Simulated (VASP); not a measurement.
# Ir (P6_3/mmc) in VASP: notebook

Aim: see how the results for Ir move with the level of theory and the settings. Levels: HSE06, LDA. Tasks: single point.

All numbers are computed with VASP 6.6.1; they aren't measurements. Logs are shortened: lines on timing, memory, paths and dates and some standing lists are left out, and cuts for length are marked.

**1. The cell of the first run**

The structure is hexagonal, space group P6_3/mmc (No. 194). Conventional cell: a = 2.788 Å, b = 2.788 Å, c = 4.521 Å, α = 90.00°, β = 90.00°, γ = 120.00°. Within 3.7 Å of Ir (site symmetry -6m2) lie 12 Ir at 2.77 to 2.79 Å.

This isn't the form of Ir at room conditions, which is fcc.

**2. Single point, HSE06**

Contents of POSCAR:

```
Ir
1.0
    2.7875843874      0.0000000000      0.0000000000
   -1.3937921937      2.4141188946      0.0000000000
    0.0000000000      0.0000000000      4.5210110761
Ir
2
Direct
    0.3333333333      0.6666666667      0.2500000000
    0.6666666667      0.3333333333      0.7500000000
```

Contents of INCAR.step1:

```
SYSTEM = Ir
PREC = Accurate
ENCUT = 520
EDIFF = 1E-5
ISMEAR = -1
SIGMA = 0.05
LREAL = .FALSE.
LASPH = .TRUE.
NELM = 100
ALGO = Normal
ISIF = 2
LWAVE = .TRUE.
LCHARG = .FALSE.
NBANDS = 16
GGA = PE
```

Contents of INCAR.step2:

```
SYSTEM = Ir
PREC = Accurate
ENCUT = 520
EDIFF = 1E-7
ISMEAR = -1
SIGMA = 0.05
LREAL = .FALSE.
LASPH = .TRUE.
NELM = 100
ALGO = Normal
ISIF = 2
LWAVE = .FALSE.
LCHARG = .FALSE.
GGA = PE
LHFCALC = .TRUE.
HFSCREEN = 0.2079
PRECFOCK = Normal
NBANDS = 16
ISTART = 1
```

Contents of KPOINTS:

```
Automatic mesh
0
G
  6 6 4
  0 0 0
```

Potentials or basis: VASP PAW PBE potentials, release 64 (Ir).

Launch:

```console
$ cat potpaw_PBE.64/Ir/POTCAR > POTCAR
$ cp INCAR.step1 INCAR
$ mpirun -np 1 vasp_std > vasp.out
$ cp INCAR.step2 INCAR
$ mpirun -np 1 vasp_std > vasp.out
```

OUTCAR:

```text
SYSTEM = Ir
   PREC = Accurate
   ENCUT = 520
   EDIFF = 1E-7
   ISMEAR = -1
   LREAL = .FALSE.
   LASPH = .TRUE.
   NELM = 100
   ISIF = 2
   GGA = PE
   LHFCALC = .TRUE.
   HFSCREEN = 0.2079
   PRECFOCK = Normal
   ISTART = 1

 ion  position               nearest neighbor table
   1  0.333  0.667  0.250-   2 2.77   2 2.77   2 2.77   2 2.77   2 2.77   2 2.77
   2  0.667  0.333  0.750-   1 2.77   1 2.77   1 2.77   1 2.77   1 2.77   1 2.77

  LATTYP: Found a hexagonal cell.
 ALAT       =     2.7875843874
 C/A-ratio  =     1.6218382828

  Lattice vectors:

 A1 = (   2.7875843874,   0.0000000000,   0.0000000000)
 A2 = (  -1.3937921937,   2.4141188946,   0.0000000000)
 A3 = (   0.0000000000,   0.0000000000,   4.5210110761)

Analysis of symmetry for initial positions (statically):
=====================================================================
 Subroutine PRICEL returns:
 Original cell was already a primitive cell.

 Routine SETGRP: Setting up the symmetry group for a
 hexagonal supercell.

 Subroutine GETGRP returns: Found 24 space group operations
 (whereof 12 operations were pure point group operations)
 out of a pool of 24 trial point group operations.

The static configuration has the point symmetry D_3d.
 The point group associated with its full space group is D_6h.

Analysis of symmetry for dynamics (positions and initial velocities):
=====================================================================
 Subroutine PRICEL returns:
 Original cell was already a primitive cell.

 Routine SETGRP: Setting up the symmetry group for a
 hexagonal supercell.

 Subroutine GETGRP returns: Found 24 space group operations
 (whereof 12 operations were pure point group operations)
 out of a pool of 24 trial point group operations.

The dynamic configuration has the point symmetry D_3d.
 The point group associated with its full space group is D_6h.

 Subroutine INISYM returns: Found 24 space group operations
 (whereof 12 operations are pure point group operations),
 and found     1 'primitive' translations

----------------------------------------------------------------------------------------

                                     Primitive cell

  volume of cell :      30.4244

  direct lattice vectors                    reciprocal lattice vectors
     2.787584387  0.000000000  0.000000000     0.358733534  0.207114903  0.000000000
    -1.393792194  2.414118895  0.000000000     0.000000000  0.414229805  0.000000000
     0.000000000  0.000000000  4.521011076     0.000000000  0.000000000  0.221189460

  length of vectors
     2.787584387  2.787584387  4.521011076     0.414229805  0.414229805  0.221189460

  position of ions in fractional coordinates (direct lattice)
     0.333333333  0.666666667  0.250000000
     0.666666667  0.333333333  0.750000000

  ion indices of the primitive-cell ions
   primitive index   ion index
                 1           1
                 2           2

----------------------------------------------------------------------------------------

 KPOINTS: Automatic mesh

Automatic generation of k-mesh.
 Grid dimensions read from file:
 generate k-points for:    6    6    4

 Generating k-lattice:

  Cartesian coordinates                     Fractional coordinates (reciprocal lattice)
     0.059788922  0.034519150  0.000000000     0.166666667 -0.000000000  0.000000000
     0.000000000  0.069038301  0.000000000     0.000000000  0.166666667  0.000000000
     0.000000000  0.000000000  0.055297365     0.000000000  0.000000000  0.250000000

  Length of vectors
     0.069038301  0.069038301  0.055297365

  Shift w.r.t. Gamma in fractional coordinates (k-lattice)
     0.000000000  0.000000000  0.000000000

 Subroutine IBZKPT returns following result:
 ===========================================

 Found     21 irreducible k-points:

 Following reciprocal coordinates:
            Coordinates               Weight
  0.000000  0.000000  0.000000      1.000000
  0.166667  0.000000  0.000000      6.000000
  0.333333  0.000000  0.000000      6.000000
  0.500000  0.000000  0.000000      3.000000
  0.166667  0.166667  0.000000      6.000000
  0.333333  0.166667  0.000000     12.000000
[... 13 lines left out ...]
  0.333333  0.166667  0.500000     12.000000
  0.333333  0.333333  0.500000      2.000000
   k-points           NKPTS =     21   k-points in BZ     NKDIM =    144   number of bands    NBANDS=     16
   number of dos      NEDOS =    301   number of ions     NIONS =      2
   total plane-waves  NPLWV =  20736
   dimension x,y,z NGX =    24 NGY =   24 NGZ =   36
   dimension x,y,z NGXF=    48 NGYF=   48 NGZF=   72
   ions per type =               2
   NGX,Y,Z   is equivalent  to a cutoff of  14.31, 14.31, 13.24 a.u.
   NGXF,Y,Z  is equivalent  to a cutoff of  28.63, 28.63, 26.48 a.u.
 SYSTEM =  Ir
   PREC   = accura    normal or accurate (medium, high low for compatibility)
   ISTART =      1    job   : 0-new  1-cont  2-samecut
   ICHARG =      0    charge: 1-file 2-atom 10-const
   ISPIN  =      1    spin polarized calculation?
   LNONCOLLINEAR =      F non collinear calculations
   LSORBIT =      F    spin-orbit coupling
   LASPH  =      T    aspherical Exc in radial PAW
   ENCUT  =  520.0 eV  38.22 Ry    6.18 a.u.   5.18  5.18  8.41*2*pi/ulx,y,z
   NELM   =    100;   NELMIN=  2; NELMDL=  0     # of ELM steps
   EDIFF  = 0.1E-06   stopping-criterion for ELM
   LREAL  =      F    real-space projection
   EDIFFG = 0.1E-05   stopping-criterion for IOM
   NSW    =      0    number of steps for IOM
   IBRION =     -1    ionic relax: 0-MD 1-quasi-New 2-CG
   NFREE  =      0    steps in history (QN), initial steepest desc. (CG)
   ISIF   =      2    stress and relaxation
   ISYM   =      3    0-nonsym 1-usesym 2-fastsym
   POTIM  = 0.5000    time-step for ionic-motion
   TEBEG  =    0.0;   TEEND  =   0.0 temperature during run
   PSTRESS=    0.0 pullay stress
   NELECT =      18.0000    total number of electrons
   NUPDOWN=      -1.0000    fix difference up-down
   EMIN   =  10.00;   EMAX   =-10.00  energy-range for DOS
   EFERMI =   0.00;   METHOD = LEGACY
   ISMEAR =    -1;   SIGMA  =   0.05  broadening in eV -4-tet -1-fermi 0-gaus
   EFERMI_NEDOS =   21; number of points for ismear=-14 and -15
   IALGO  =     38    algorithm
   IMIX   =      1    mixing-type and parameters
     AMIX     =   0.40;   BMIX     =  1.00
     AMIX_MAG =   1.60;   BMIX_MAG =  1.00
  volume/ion in A,a.u.               =      15.21       102.66
  Fermi-wavevector in a.u.,A,eV,Ry     =   1.374332  2.597110 25.698518  1.888788
  Thomas-Fermi vector in A             =   2.499768
   LORBIT       =      0    0 simple, 1 ext, 2 COOP (PROOUT), +10 PAW based schemes
   GGA     = PE    functional components
   LHFCALC =     T    Hartree Fock is set to
   PRECFOCK=normal    Normal, Fast or Accurate (Low or Medium for compatibility)
   ENCUT4O =  -1.0   cutoff for four orbital integrals eV
   NKREDX  =     1    reduce k-point grid by
   NKREDY  =     1    reduce k-point grid by
   NKREDZ  =     1    reduce k-point grid by
   AEXX    =    0.2500 exact exchange contribution
   HFSCREEN=    0.2079 screening length (either q_TF or 0.3 A-1)
   HFSCREENC=   0.2079 screening length for correlation (either q_TF or 0.3 A-1)
   ENCUTFOCK=  -1.0 apply spherical cutoff to Coloumb kernel
   IVDW    =     0    specifies the selected vdW correction
   LEPSILON=     F    determine dielectric tensor
   LRPA    =     F    only Hartree local field effects (RPA)
 non-spin polarized calculation
  energy-cutoff  :      520.00
  volume of cell :       30.42
 maximum number of plane-waves:       834
 NGX is ok and might be reduce to    24
  NGX = 16; NGY = 16; NGZ = 28

 number of electron      18.0000001 magnetization

 Free energy of the ion-electron system (eV)
  ---------------------------------------------------
  ext. energy  EPLUGINS =         0.00000000
  ---------------------------------------------------
  free energy    TOTEN  =       -19.93488517 eV

  energy without entropy =      -19.92239701  energy(sigma->0) =      -19.92864109

 E-fermi :   8.6548     XC(G=0): -11.0345

 val. band max:        8.6043430892   @ k =   0.5000   0.0000   0.2500
 cond. band min:       8.8458304789   @ k =   0.3333   0.3333   0.0000
 fundamental gap:      0.2414873898
 Fermi energy:         8.6547966952

 k-point     1 :       0.0000    0.0000    0.0000
  band No.  band energies     occupation
      1      -2.5813      2.00000
      2       0.5500      2.00000
      3       4.6582      2.00000
      4       4.8199      2.00000
      5       4.8199      2.00000
      6       5.4605      2.00000
[... 8 lines left out ...]
     15      26.5672      0.00000
     16      27.5512      0.00000

 k-point     2 :       0.1667    0.0000    0.0000
  band No.  band energies     occupation
      1      -1.5127      2.00000
      2       1.3905      2.00000
      3       3.8650      2.00000
      4       4.7967      2.00000
      5       4.9468      2.00000
      6       5.6945      2.00000
[... 8 lines left out ...]
     15      27.3624      0.00000
     16      27.5320      0.00000

 k-point     3 :       0.3333    0.0000    0.0000
  band No.  band energies     occupation
      1       0.6067      2.00000
      2       1.6066      2.00000
      3       2.6024      2.00000
      4       4.2576      2.00000
      5       4.8572      2.00000
      6       5.0559      2.00000
[... 8 lines left out ...]
     15      23.4345      0.00000
     16      24.7140      0.00000

 k-point     4 :       0.5000    0.0000    0.0000
  band No.  band energies     occupation
      1       1.1407      2.00000
      2       1.2711      2.00000
      3       1.8157      2.00000
      4       4.5063      2.00000
      5       5.1474      2.00000
      6       5.4038      2.00000
[... 8 lines left out ...]
     15      20.6828      0.00000
     16      21.1166      0.00000

 k-point     5 :       0.1667    0.1667    0.0000
  band No.  band energies     occupation
      1       0.2675      2.00000
      2       2.4252      2.00000
      3       3.1009      2.00000
      4       3.2073      2.00000
      5       4.6506      2.00000
      6       4.8310      2.00000
[... 8 lines left out ...]
     15      22.3947      0.00000
     16      26.0055      0.00000

 k-point     6 :       0.3333    0.1667    0.0000
  band No.  band energies     occupation
      1       1.8613      2.00000
      2       2.0257      2.00000
      3       2.0283      2.00000
      4       4.1179      2.00000
      5       4.3112      2.00000
      6       5.1529      2.00000
[... 8 lines left out ...]
     15      20.1139      0.00000
     16      23.9191      0.00000
[... 210 lines left out ...]
 k-point    18 :       0.5000    0.0000    0.5000
  band No.  band energies     occupation
      1       0.9048      2.00000
      2       0.9048      2.00000
      3       2.6988      2.00000
      4       2.6988      2.00000
      5       6.5890      2.00000
      6       6.5890      2.00000
[... 8 lines left out ...]
     15      25.3090      0.00000
     16      25.3090      0.00000

 k-point    19 :       0.1667    0.1667    0.5000
  band No.  band energies     occupation
      1       1.5849      2.00000
      2       1.5849      2.00000
      3       3.4174      2.00000
      4       3.4174      2.00000
      5       4.2184      2.00000
      6       4.2184      2.00000
[... 8 lines left out ...]
     15      25.2089      0.00000
     16      25.2089      0.00000

 k-point    20 :       0.3333    0.1667    0.5000
  band No.  band energies     occupation
      1       1.5753      2.00000
      2       1.5753      2.00000
      3       3.2428      2.00000
      4       3.2428      2.00000
      5       5.2030      2.00000
      6       5.2030      2.00000
[... 8 lines left out ...]
     15      22.9803      0.00000
     16      22.9803      0.00000

 k-point    21 :       0.3333    0.3333    0.5000
  band No.  band energies     occupation
      1       2.3854      2.00000
      2       2.3854      2.00000
      3       3.3225      2.00000
      4       3.3225      2.00000
      5       4.6136      2.00000
      6       4.6136      2.00000
[... 8 lines left out ...]
     15      19.1378      0.00000
     16      19.1378      0.00000

------------------------ aborting loop because EDIFF is reached ----------------------------------------

  FORCE on cell =-STRESS in cart. coord.  units (eV):
  Direction    XX          YY          ZZ          XY          YZ          ZX
  --------------------------------------------------------------------------------------
  -------------------------------------------------------------------------------------
  Total       -4.1125339     -4.1125339     -5.6261587      0.0000000     -0.0000000     -0.0000000
  in kB     -216.5697617   -216.5697617   -296.2786183      0.0000000     -0.0000000     -0.0000000
  external PRESSURE =    -243.1393806 kB  Pullay stress =       0.0000000 kB

 VOLUME and BASIS-vectors are now :
 -----------------------------------------------------------------------------
  energy-cutoff  :      520.00
  volume of cell :       30.42
      direct lattice vectors                 reciprocal lattice vectors
     2.787584387  0.000000000  0.000000000     0.358733534  0.207114903  0.000000000
    -1.393792194  2.414118895  0.000000000     0.000000000  0.414229805  0.000000000
     0.000000000  0.000000000  4.521011076     0.000000000  0.000000000  0.221189460

 POSITION                                       TOTAL-FORCE (eV/Angst)
 -----------------------------------------------------------------------------------
     -0.00000      1.60941      1.13025        -0.000000      0.000000      0.000000
      1.39379      0.80471      3.39076         0.000000      0.000000     -0.000000
 -----------------------------------------------------------------------------------
    total drift:                                0.000000      0.000000     -0.000000

  FREE ENERGIE OF THE ION-ELECTRON SYSTEM (eV)
  ---------------------------------------------------
  free  energy   TOTEN  =       -19.9348851710 eV

  energy  without entropy=      -19.9223970105  energy(sigma->0) =      -19.92864109
```

Wall time 55 min (1 thread of AMD EPYC 7R43 (Zen 3), shared host); peak memory 0.23 GiB.

Results:

| Property | Result |
| --- | --- |
| Free energy | -19.9349 eV |
| Pressure | -24.3 GPa |
| Band gap on the k mesh | zero (bands 9 and 10 overlap by 3.55 eV) |

Caveat: the k points lie up to 0.43 Å⁻¹ apart, too coarse for converged energies and pressures of a metal; the PAW data sets were made with another functional, which shifts forces and pressure a little; spin-orbit coupling is left out, which moves the levels of the heavy elements.

(Part 1 of 2 ends here.)

The gap in the log of VASP goes by the Fermi energy; the results here count the filled bands.